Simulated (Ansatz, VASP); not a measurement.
# Ta in VASP and in Ansatz

The input INCAR:

```
SYSTEM = Ta
PREC     = Accurate       ! precision mode
ENCUT    = 520            ! plane-wave cutoff, eV
EDIFF    = 1E-6           ! SCF threshold, eV
ISMEAR   = 0              ! smearing method
SIGMA    = 0.15           ! smearing width, eV
LREAL    = .FALSE.        ! projectors in reciprocal space
LASPH    = .TRUE.         ! aspherical terms in the spheres
NELM     = 60             ! most SCF steps
ALGO     = Fast           ! electronic algorithm
ISIF     = 2              ! what is computed and relaxed
LWAVE    = .FALSE.        ! write WAVECAR
LCHARG   = .FALSE.        ! write CHGCAR
GGA      = PS             ! functional
NBANDS   = 12             ! bands
```

The input KPOINTS:

```
regular mesh
0
G
  20 20 20
  0 0 0
```

File POSCAR:

```
Ta
1.0
   -1.6099980000      1.6099980000      1.6099980000
    1.6099980000     -1.6099980000      1.6099980000
    1.6099980000      1.6099980000     -1.6099980000
Ta
1
Direct
    0.0000000000      0.0000000000      0.0000000000
```

Input for Ansatz:

```yaml
crystal:
  lattice:
    - [-1.609998, 1.609998, 1.609998]
    - [1.609998, -1.609998, 1.609998]
    - [1.609998, 1.609998, -1.609998]
  atoms:
    - { symbol: Ta, position: [0.0, 0.0, 0.0] }
basis:
  ecutwfc: 420
kpoints:
  mp_grid: { grid: [20, 20, 20] }
hamiltonian:
  xc: pbesol
scf:
  occupations: { method: gaussian, width: 0.15 }
output:
  forces: true
  stress: true
  eigenvalues: true
```

Change from the starting cell: strain -0.025 along x and y, -0.025 along z, atoms carried along.

Alike in both runs: task single point; functional PBEsol; k mesh 20 × 20 × 20; occupations gaussian, width 0.15 eV; no spin polarisation.

|  | VASP | Ansatz |
| --- | --- | --- |
| version | VASP 6.6.1 | Ansatz 0.2.0 |
| potentials or method | VASP PAW PBE potentials, release 64 (Ta_pv), cutoff 520 eV | scalar-relativistic, plane waves, PAW |
| valence electrons in the cell | 11 | 13 |

|  | VASP | Ansatz | Ansatz less VASP |
| --- | --- | --- | --- |
| gap on the k mesh at the Fermi level (eV) | none | none | - |
| pressure (GPa) | 13.6 | 13.3 | -0.35 |

VASP's potentials were made for PBE, not for PBEsol. A gap of «none» marks a metal or a gap that the smearing closes. With one functional, cell and mesh, what is left measures potentials, basis and numerics. VASP's potentials hold 11 valence electrons a cell and Ansatz's 13, so a difference there can come from the potentials and not from the codes.

Neither program's run includes spin-orbit coupling.
